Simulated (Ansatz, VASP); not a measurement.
**Li2Cl3: VASP beside Ansatz**

The input INCAR:

```
  PREC = Accurate
  ENCUT = 520
  EDIFF = 1E-7
  ISMEAR = 0
  SIGMA = 0.1
  LREAL = False
  LASPH = True
  NELM = 60
  ALGO = Normal
  ISIF = 2
  LWAVE = False
  LCHARG = True
  GGA = PE
  LELF = True
  LVHAR = True
  NBANDS = 22
```

KPOINTS

```
Automatic mesh
0
Gamma
  6 6 6
```

File POSCAR:

```
Li2Cl3
1.0
    1.8602971187      1.0740430422      8.6234207911
   -1.8602971187      1.0740430422      8.6234207911
    0.0000000000     -2.1480860844      8.6234207911
Li Cl
2 3
Direct
    0.4000000000      0.4000000000      0.4000000000
    0.6000000000      0.6000000000      0.6000000000
    0.0000000000      0.0000000000      0.0000000000
    0.2095000000      0.2095000000      0.2095000000
    0.7905000000      0.7905000000      0.7905000000
```

Input for Ansatz:

```yaml
crystal:
  lattice:
    - [1.8602971187, 1.0740430422, 8.6234207911]
    - [-1.8602971187, 1.0740430422, 8.6234207911]
    - [0.0, -2.1480860844, 8.6234207911]
  atoms:
    - { symbol: Li, position: [0.4, 0.4, 0.4] }
    - { symbol: Li, position: [0.6, 0.6, 0.6] }
    - { symbol: Cl, position: [0.0, 0.0, 0.0] }
    - { symbol: Cl, position: [0.2095, 0.2095, 0.2095] }
    - { symbol: Cl, position: [0.7905, 0.7905, 0.7905] }
basis:
  ecutwfc: 420
kpoints:
  mp_grid: { grid: [6, 6, 6] }
hamiltonian:
  xc: pbe
scf:
  occupations: { method: gaussian, width: 0.1 }
  lower_state_search: "off"
output:
  forces: true
  stress: true
  eigenvalues: true
```

Alike in both runs: task single point; functional PBE; k mesh 6 × 6 × 6; occupations gaussian, width 0.1 eV; no spin polarisation.

```csv
,VASP,Ansatz
version,VASP 6.6.1,Ansatz 0.2.0
potentials or method,"VASP PAW PBE potentials, release 64 (Li_sv, Cl), cutoff 520 eV","scalar-relativistic, plane waves, PAW"
valence electrons in the cell,27,27
```

|  | VASP | Ansatz | Ansatz less VASP |
| --- | --- | --- | --- |
| gap on the k mesh at the Fermi level (eV) | none | none | - |
| rms of the force components (eV/Å) | 0.295 | 0.295 | +0.0002 |

Atom by atom the forces differ by 0.000 eV/Å (rms over components). A gap of «none» marks a metal or a gap that the smearing closes.

Noted on VASP's run: the cutoff is short for stress, so the pressure is rough.
